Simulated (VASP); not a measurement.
# TiAl (P-6m2) in VASP: notebook

TiAl is run at these levels: PBE; tasks: single point.

Everything below comes from runs of VASP 6.6.1. Logs are shortened: lines on timing, memory, paths and dates and some standing lists are left out, and cuts for length are marked.

## 1. The cell of the first run

It takes space group P-6m2 (No. 187, hexagonal). The conventional cell has a = 2.917 Å, b = 2.917 Å, c = 4.091 Å, α = 90.00°, β = 90.00°, γ = 120.00°. Within 3.5 Å of Ti (site symmetry -6m2) lie 6 Al at 2.65 Å and 6 Ti at 2.92 Å. Within 3.5 Å of Al (site symmetry -6m2) lie 6 Ti at 2.65 Å and 6 Al at 2.92 Å.

## 2. Single point, PBE

INCAR

```
SYSTEM = TiAl
  ALGO = Fast
  EDIFF = 1E-6
  ENCUT = 520
  GGA = PE
  ISIF = 2
  ISMEAR = 0
  LASPH = .True.
  LCHARG = .True.
  LELF = .True.
  LREAL = .False.
  LVHAR = .True.
  LWAVE = .False.
  NBANDS = 14
  NELM = 80
  PREC = Accurate
  SIGMA = 0.15
```

KPOINTS

```
k-points
0
Gamma
  18 18 10
  0 0 0
```

POSCAR

```
TiAl
1.0
    2.9170000000      0.0000000000      0.0000000000
   -1.4585000000      2.5261961028      0.0000000000
    0.0000000000      0.0000000000      4.0906000000
Ti Al
1 1
Direct
    0.0000000000      0.0000000000      0.0000000000
    0.3333333333      0.6666666667      0.5000000000
```

Potentials or basis: VASP PAW PBE potentials, release 64 (Ti_sv, Al).

The run is started by

```bash
cat potpaw_PBE.64/Ti_sv/POTCAR potpaw_PBE.64/Al/POTCAR > POTCAR
mpirun -np 1 vasp_std > vasp.out
```

OUTCAR:

```text
SYSTEM = TiAl
   EDIFF = 1E-6
   ENCUT = 520
   GGA = PE
   ISIF = 2
   ISMEAR = 0
   LASPH = .True.
   LREAL = .False.
   NELM = 80
   PREC = Accurate

 ion  position               nearest neighbor table
   1  0.000  0.000  0.000-   2 2.65   2 2.65   2 2.65   2 2.65   2 2.65   2 2.65
   2  0.333  0.667  0.500-   1 2.65   1 2.65   1 2.65   1 2.65   1 2.65   1 2.65

  LATTYP: Found a hexagonal cell.
 ALAT       =     2.9170000000
 C/A-ratio  =     1.4023311622

  Lattice vectors:

 A1 = (   2.9170000000,   0.0000000000,   0.0000000000)
 A2 = (  -1.4585000000,   2.5261961028,   0.0000000000)
 A3 = (   0.0000000000,   0.0000000000,   4.0906000000)

Analysis of symmetry for initial positions (statically):
=====================================================================
 Subroutine PRICEL returns:
 Original cell was already a primitive cell.

 Routine SETGRP: Setting up the symmetry group for a
 hexagonal supercell.

 Subroutine GETGRP returns: Found 12 space group operations
 (whereof 12 operations were pure point group operations)
 out of a pool of 24 trial point group operations.

The static configuration has the point symmetry D_3h.

Analysis of symmetry for dynamics (positions and initial velocities):
=====================================================================
 Subroutine PRICEL returns:
 Original cell was already a primitive cell.

 Routine SETGRP: Setting up the symmetry group for a
 hexagonal supercell.

 Subroutine GETGRP returns: Found 12 space group operations
 (whereof 12 operations were pure point group operations)
 out of a pool of 24 trial point group operations.

The dynamic configuration has the point symmetry D_3h.

 Subroutine INISYM returns: Found 12 space group operations
 (whereof 12 operations are pure point group operations),
 and found     1 'primitive' translations

----------------------------------------------------------------------------------------

                                     Primitive cell

  volume of cell :      30.1433

  direct lattice vectors                    reciprocal lattice vectors
     2.917000000  0.000000000  0.000000000     0.342817964  0.197926044  0.000000000
    -1.458500000  2.526196103  0.000000000     0.000000000  0.395852087  0.000000000
     0.000000000  0.000000000  4.090600000     0.000000000  0.000000000  0.244462915

  length of vectors
     2.917000000  2.917000000  4.090600000     0.395852087  0.395852087  0.244462915

  position of ions in fractional coordinates (direct lattice)
     0.000000000  0.000000000  0.000000000
     0.333333333  0.666666667  0.500000000

  ion indices of the primitive-cell ions
   primitive index   ion index
                 1           1
                 2           2

----------------------------------------------------------------------------------------

 KPOINTS: k-points

Automatic generation of k-mesh.
 Grid dimensions read from file:
 generate k-points for:   18   18   10

 Generating k-lattice:

  Cartesian coordinates                     Fractional coordinates (reciprocal lattice)
     0.019045442  0.010995891  0.000000000     0.055555556  0.000000000  0.000000000
     0.000000000  0.021991783  0.000000000     0.000000000  0.055555556  0.000000000
     0.000000000  0.000000000  0.024446291     0.000000000  0.000000000  0.100000000

  Length of vectors
     0.021991783  0.021991783  0.024446291

  Shift w.r.t. Gamma in fractional coordinates (k-lattice)
     0.000000000  0.000000000  0.000000000

 Subroutine IBZKPT returns following result:
 ===========================================

 Found    222 irreducible k-points:

 Following reciprocal coordinates:
            Coordinates               Weight
  0.000000  0.000000  0.000000      1.000000
  0.055556 -0.000000  0.000000      6.000000
  0.111111 -0.000000  0.000000      6.000000
  0.166667  0.000000  0.000000      6.000000
  0.222222 -0.000000  0.000000      6.000000
  0.277778  0.000000  0.000000      6.000000
[... 16 lines left out ...]
  0.333333  0.111111  0.000000     12.000000
  0.388889  0.111111  0.000000     12.000000
 [... further k-points ...]
   k-points           NKPTS =    222   k-points in BZ     NKDIM =    222   number of bands    NBANDS=     14
   number of dos      NEDOS =    301   number of ions     NIONS =      2
   total plane-waves  NPLWV =  17280
   dimension x,y,z NGX =    24 NGY =   24 NGZ =   30
   dimension x,y,z NGXF=    48 NGYF=   48 NGZF=   60
   ions per type =               1   1
   NGX,Y,Z   is equivalent  to a cutoff of  13.68, 13.68, 12.19 a.u.
   NGXF,Y,Z  is equivalent  to a cutoff of  27.36, 27.36, 24.38 a.u.
 SYSTEM =  TiAl
   PREC   = accura    normal or accurate (medium, high low for compatibility)
   ISTART =      0    job   : 0-new  1-cont  2-samecut
   ICHARG =      2    charge: 1-file 2-atom 10-const
   ISPIN  =      1    spin polarized calculation?
   LNONCOLLINEAR =      F non collinear calculations
   LSORBIT =      F    spin-orbit coupling
   LASPH  =      T    aspherical Exc in radial PAW
   ENCUT  =  520.0 eV  38.22 Ry    6.18 a.u.   5.42  5.42  7.61*2*pi/ulx,y,z
   NELM   =     80;   NELMIN=  2; NELMDL= -5     # of ELM steps
   EDIFF  = 0.1E-05   stopping-criterion for ELM
   LREAL  =      F    real-space projection
   EDIFFG = 0.1E-04   stopping-criterion for IOM
   NSW    =      0    number of steps for IOM
   IBRION =     -1    ionic relax: 0-MD 1-quasi-New 2-CG
   NFREE  =      0    steps in history (QN), initial steepest desc. (CG)
   ISIF   =      2    stress and relaxation
   ISYM   =      2    0-nonsym 1-usesym 2-fastsym
   POTIM  = 0.5000    time-step for ionic-motion
   TEBEG  =    0.0;   TEEND  =   0.0 temperature during run
   PSTRESS=    0.0 pullay stress
   NELECT =      15.0000    total number of electrons
   NUPDOWN=      -1.0000    fix difference up-down
   EMIN   =  10.00;   EMAX   =-10.00  energy-range for DOS
   EFERMI =   0.00;   METHOD = LEGACY
   ISMEAR =     0;   SIGMA  =   0.15  broadening in eV -4-tet -1-fermi 0-gaus
   EFERMI_NEDOS =   21; number of points for ismear=-14 and -15
   IALGO  =     68    algorithm
   IMIX   =      4    mixing-type and parameters
     AMIX     =   0.40;   BMIX     =  1.00
     AMIX_MAG =   1.60;   BMIX_MAG =  1.00
  volume/ion in A,a.u.               =      15.07       101.71
  Fermi-wavevector in a.u.,A,eV,Ry     =   1.297304  2.451549 22.898573  1.682998
  Thomas-Fermi vector in A             =   2.428705
   LORBIT       =      0    0 simple, 1 ext, 2 COOP (PROOUT), +10 PAW based schemes
   GGA     = PE    functional components
   LHFCALC =     F    Hartree Fock is set to
   AEXX    =    0.0000 exact exchange contribution
   IVDW    =     0    specifies the selected vdW correction
   LEPSILON=     F    determine dielectric tensor
   LRPA    =     F    only Hartree local field effects (RPA)
 non-spin polarized calculation
 RMM-DIIS sequential band-by-band and
 Gauss-broadening in eV      SIGMA  =   0.15
  energy-cutoff  :      520.00
  volume of cell :       30.14
 maximum number of plane-waves:       838
 NGX is ok and might be reduce to    24
   NGX = 11   NGY = 11   NGZ = 15

 number of electron      15.0000001 magnetization

 Free energy of the ion-electron system (eV)
  ---------------------------------------------------
  ext. energy  EPLUGINS =         0.00000000
  ---------------------------------------------------
  free energy    TOTEN  =       -11.74291427 eV

  energy without entropy =      -11.71337681  energy(sigma->0) =      -11.72814554

 E-fermi :   8.8226     XC(G=0): -11.3576

 val. band max:        8.8224010261   @ k =   0.3333   0.2778   0.3000
 cond. band min:       8.8238990724   @ k =   0.3333   0.2778   0.4000
 fundamental gap:      0.0014980462
 Fermi energy:         8.8225955371

 k-point     1 :       0.0000    0.0000    0.0000
  band No.  band energies     occupation
      1     -47.5178      2.00000
      2     -23.8851      2.00000
      3     -23.4773      2.00000
      4     -23.4773      2.00000
      5      -0.2924      2.00000
      6       6.8955      2.00000
      7       8.4446      1.99964
      8      10.0397      0.00000
      9      10.0397      0.00000
     10      11.4286      0.00000
     11      11.4286      0.00000
     12      15.1825      0.00000
     13      20.9009      0.00000
     14      20.9010      0.00000

 k-point     2 :       0.0556   -0.0000    0.0000
  band No.  band energies     occupation
      1     -47.5154      2.00000
      2     -23.8826      2.00000
      3     -23.4932      2.00000
      4     -23.4809      2.00000
      5      -0.2165      2.00000
      6       6.9630      2.00000
      7       8.3888      1.99996
      8       9.9560      0.00000
      9      10.0998      0.00000
     10      11.4057      0.00000
     11      11.5221      0.00000
     12      15.1818      0.00000
     13      19.9072      0.00000
     14      20.3104      0.00000

 k-point     3 :       0.1111   -0.0000    0.0000
  band No.  band energies     occupation
      1     -47.5086      2.00000
      2     -23.8753      2.00000
      3     -23.5385      2.00000
      4     -23.4912      2.00000
      5       0.0092      2.00000
      6       7.1548      2.00000
      7       8.2435      2.00000
      8       9.7244      0.00000
      9      10.2769      0.00000
     10      11.3402      0.00000
     11      11.7788      0.00000
     12      15.1665      0.00000
     13      18.3262      0.00000
     14      19.4531      0.00000
[... 324 lines left out ...]
 k-point    23 :       0.3333    0.1111    0.0000
  band No.  band energies     occupation
      1     -47.4448      2.00000
      2     -23.9164      2.00000
      3     -23.8076      2.00000
      4     -23.6153      2.00000
      5       3.3255      2.00000
      6       7.1747      2.00000
      7       7.5166      2.00000
      8       8.1312      2.00000
      9      10.3859      0.00000
     10      11.9294      0.00000
     11      13.3850      0.00000
     12      14.3788      0.00000
     13      14.7549      0.00000
     14      16.1902      0.00000

 k-point    24 :       0.3889    0.1111    0.0000
  band No.  band energies     occupation
      1     -47.4383      2.00000
      2     -23.9535      2.00000
      3     -23.8007      2.00000
      4     -23.6283      2.00000
      5       4.2197      2.00000
      6       6.3806      2.00000
      7       7.4788      2.00000
      8       7.9492      2.00000
      9      10.2795      0.00000
     10      12.2066      0.00000
     11      13.4352      0.00000
     12      14.5239      0.00000
     13      14.7264      0.00000
     14      16.3612      0.00000

 [... further k-points ...]

------------------------ aborting loop because EDIFF is reached ----------------------------------------

  FORCE on cell =-STRESS in cart. coord.  units (eV):
  Direction    XX          YY          ZZ          XY          YZ          ZX
  --------------------------------------------------------------------------------------
  -------------------------------------------------------------------------------------
  Total        1.7719020      1.7719020      6.0417244      0.0000000     -0.0000000      0.0000000
  in kB       94.1802363     94.1802363    321.1300814      0.0000000     -0.0000000      0.0000000
  external PRESSURE =     169.8301846 kB  Pullay stress =       0.0000000 kB

 VOLUME and BASIS-vectors are now :
 -----------------------------------------------------------------------------
  energy-cutoff  :      520.00
  volume of cell :       30.14
      direct lattice vectors                 reciprocal lattice vectors
     2.917000000  0.000000000  0.000000000     0.342817964  0.197926044  0.000000000
    -1.458500000  2.526196103  0.000000000     0.000000000  0.395852087  0.000000000
     0.000000000  0.000000000  4.090600000     0.000000000  0.000000000  0.244462915

 POSITION                                       TOTAL-FORCE (eV/Angst)
 -----------------------------------------------------------------------------------
      0.00000      0.00000      0.00000        -0.000000      0.000000      0.000000
     -0.00000      1.68413      2.04530         0.000000      0.000000      0.000000
 -----------------------------------------------------------------------------------
    total drift:                                0.000000     -0.000000      0.000000

  FREE ENERGIE OF THE ION-ELECTRON SYSTEM (eV)
  ---------------------------------------------------
  free  energy   TOTEN  =       -11.7429142685 eV

  energy  without entropy=      -11.7133768054  energy(sigma->0) =      -11.72814554
```

Run time: 3.6 min. Hardware: 1 thread of Intel Xeon 8259CL, shared host; peak memory 0.22 GiB.

What came out:

| Property | Result |
| --- | --- |
| Free energy | -11.7429 eV |
| Pressure | 17.0 GPa |
| Band gap on the k mesh | zero (an odd number of electrons rules out a gap without spin polarisation) |

Stress tensor (GPa, compression positive):
```
 9.42  0.00  0.00
 0.00  9.42  0.00
 0.00  0.00 32.11
```

Caveat: the stress differs along the axes, from 9 to 32 GPa.

## 3. Single point, PBE

This run uses another cell than the first one, of 18.15 Å³/atom.

INCAR

```
SYSTEM = TiAl
PREC = Accurate
ENCUT = 520
EDIFF = 1E-6
ISMEAR = 0
SIGMA = 0.15
LREAL = .FALSE.
LASPH = .TRUE.
NELM = 100
ALGO = Fast
ISIF = 2
LWAVE = .FALSE.
LCHARG = .FALSE.
GGA = PE
NBANDS = 14
```

KPOINTS

```
Automatic mesh
0
G
  18 18 10
  0 0 0
```

Changes to POSCAR since step 2:

```diff
@@ -4,3 +4,3 @@
    -1.4585000000      2.5261961028      0.0000000000
-    0.0000000000      0.0000000000      4.0906000000
+    0.0000000000      0.0000000000      4.9273000000
 Ti Al
```

Potentials or basis: VASP PAW PBE potentials, release 64 (Ti_sv, Al).

The run is started by

```bash
cat potpaw_PBE.64/Ti_sv/POTCAR potpaw_PBE.64/Al/POTCAR > POTCAR
mpirun -np 1 vasp_std > vasp.out
```

Wall time 6 min (1 thread of Intel Xeon 8259CL, shared host); peak memory 0.25 GiB.

It converged, with:

| Quantity | Value |
| --- | --- |
| Free energy | -11.9991 eV |
| Pressure | -7.7 GPa |
| Band gap on the k mesh | zero (an odd number of electrons rules out a gap without spin polarisation) |

Stress tensor (GPa, compression positive):
```
 -5.54   0.00   0.00
  0.00  -5.54   0.00
  0.00   0.00 -12.10
```

Levels at points of the mesh, in eV from the Fermi level:
```
           k point  band 3  band 4  band 5  band 6  band 7  band 8  band 9  band 10  band 11  band 12
(0.00, 0.00, 0.00)  -32.66  -32.66   -8.60   -2.37   -2.03    1.18    1.18     2.57     2.57     3.11
(0.50, 0.00, 0.00)  -32.95  -32.77   -3.45   -2.73   -1.37   -0.94    1.98     3.51     3.63     3.79
(0.00, 0.00, 0.50)  -32.66  -32.66   -7.87   -5.13   -0.56    1.19    1.19     2.52     2.52     5.90
(0.50, 0.00, 0.50)  -32.96  -32.77   -3.39   -2.37   -1.70    0.45    0.86     1.84     2.36     3.63
```

Caveat: the stress differs along the axes, from -12 to -6 GPa.

(Part 1 of 2 ends here.)
